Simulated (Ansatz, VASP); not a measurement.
# Sn: VASP beside Ansatz

INCAR

```
PREC = Accurate ; ENCUT = 520
EDIFF = 1E-6 ; ISMEAR = 0
SIGMA = 0.15 ; LREAL = F
LASPH = T ; NELM = 80
ALGO = Fast ; ISIF = 2
LWAVE = F ; LCHARG = T
GGA = PS ; LELF = T
LVHAR = T ; NBANDS = 21
```

KPOINTS

```
regular mesh
0
Gamma
  12 12 6
```

Contents of POSCAR:

```
Sn
1.0
   -1.8723950224      1.8723950224      1.8723950224
    1.8723950224     -1.8723950224      1.8723950224
    3.7447900449      3.7447900449      0.0000000000
Sn
2
Direct
    0.0139436325      0.0114861880      0.0086237206
    0.4860563675      0.4885138120      0.4913762794
```

Input for Ansatz:

```yaml
crystal:
  lattice:
    - [-1.8723950224, 1.8723950224, 1.8723950224]
    - [1.8723950224, -1.8723950224, 1.8723950224]
    - [3.7447900449, 3.7447900449, 0.0]
  atoms:
    - { symbol: Sn, position: [0.0139436325, 0.011486188, 0.0086237206] }
    - { symbol: Sn, position: [0.4860563675, 0.488513812, 0.4913762794] }
basis:
  ecutwfc: 420
kpoints:
  mp_grid: { grid: [12, 12, 6] }
hamiltonian:
  xc: pbesol
scf:
  occupations: { method: gaussian, width: 0.15 }
output:
  forces: true
  stress: true
  eigenvalues: true
```

Alike in both runs: task single point; functional PBEsol; k mesh 12 × 12 × 6; occupations gaussian, width 0.15 eV; no spin polarisation.

|  | VASP | Ansatz |
| --- | --- | --- |
| version | VASP 6.6.1 | Ansatz 0.2.0 |
| potentials or method | VASP PAW PBE potentials, release 64 (Sn_d), cutoff 520 eV | scalar-relativistic, plane waves, PAW |
| valence electrons in the cell | 28 | 28 |

|  | VASP | Ansatz | Ansatz less VASP |
| --- | --- | --- | --- |
| gap on the k mesh at the Fermi level (eV) | none | none | - |
| pressure (GPa) | 0.0 | 0.0 | +0.04 |
| traceless stress, the component that is largest in VASP (GPa) | 1.31 | 1.31 | +0.001 |
| rms of the force components (eV/Å) | 0.136 | 0.135 | -0.0004 |

VASP's potentials were made for PBE, not for PBEsol. Atom by atom the forces differ by 0.000 eV/Å (rms over components). A gap of «none» marks a metal or a gap that the smearing closes. With one functional, cell and mesh, what is left measures potentials, basis and numerics.
